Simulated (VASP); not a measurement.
A run of VASP 6.6.1:

Contents of INCAR:

```
PREC = Accurate
ENCUT = 520
EDIFF = 1E-7
ISMEAR = -1
SIGMA = 0.05
LREAL = F
LASPH = T
NELM = 100
ALGO = Normal
ISIF = 2
LWAVE = F
LCHARG = F
GGA = PE
NBANDS = 16
```

Contents of KPOINTS:

```
Automatic mesh
0
Gamma
  14 14 14
```

POSCAR

```
CoSi2
1.0
   -1.4671492580      1.4671492580      3.3545524148
    1.4671492580     -1.4671492580      3.3545524148
    1.4671492580      1.4671492580     -3.3545524148
Co Si
1 2
Direct
    0.0000000000      0.0000000000      0.0000000000
    0.3352097134      0.3352097134      0.0000000000
   -0.3352097134     -0.3352097134      0.0000000000
```

Potentials or basis: VASP PAW PBE potentials, release 64 (Co, Si).

Command:

```bash
$ cat potpaw_PBE.64/Co/POTCAR potpaw_PBE.64/Si/POTCAR > POTCAR
$ mpirun -np 1 vasp_std > vasp.out
```

Hardware: 1 thread of AMD EPYC 9R45 96-Core Processor (Zen 5), with other jobs on the host.

Problem. Estimate the wall time of this run.

Solution. It took 87 s on 1 thread of AMD EPYC 9R45 96-Core Processor (Zen 5), on a shared host, peak memory 0.22 GiB. Counts: scf iterations 14, k points 244.
